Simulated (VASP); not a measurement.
ZnO: single point with PBE

Crystal: ZnO.

```
Zn O
1.0
     0.00000    2.14444    2.14444
     2.14444    0.00000    2.14444
     2.14444    2.14444    0.00000
Zn O
1 1
Direct
  0.00000 0.00000 0.00000
  0.50000 0.50000 0.50000
```

This cell differs from its parent crystal: strain +0.5%.

```json
{
  "Program": "VASP 6.6.1",
  "Task": "single point",
  "Functional": "PBE",
  "Potentials or basis": "VASP PAW PBE potentials, release 64 (Zn, O_h)",
  "Cutoff": "1340 eV",
  "k mesh": "10 × 10 × 10",
  "Occupations": "fermi-dirac, width 0.02 eV",
  "Spin": "no spin polarisation",
  "Dipole correction": "no",
  "Further INCAR settings": "ALGO = Normal; EDIFF = 1e-06; NBANDS = 16"
}
```

* Pressure: 5.9 GPa
* Band gap on the k mesh: 0.85 eV (least direct gap 2.19 eV)

Levels at points of the mesh, in eV from the valence-band top:
```tsv
k point	band 7	band 8	band 9	band 10	band 11	band 12
(0.00, 0.00, 0.00)	-1.34	-1.34	-1.34	0.85	17.94	17.94
(0.50, 0.00, 0.00)	-3.60	0.00	0.00	5.43	9.03	12.78
(0.50, 0.50, 0.00)	-4.01	-2.77	-2.77	4.19	10.63	11.26
```

It took 22 s on 1 thread of Intel(R) Xeon(R) Platinum 8559C (Emerald Rapids), on a shared host, peak memory 0.24 GiB.

Caveat: the cell differs from its parent crystal (strain +0.5%); the cell stands under pressure; the structure was generated, so it needn't be the stable form of ZnO. A k mesh can miss the band edges.
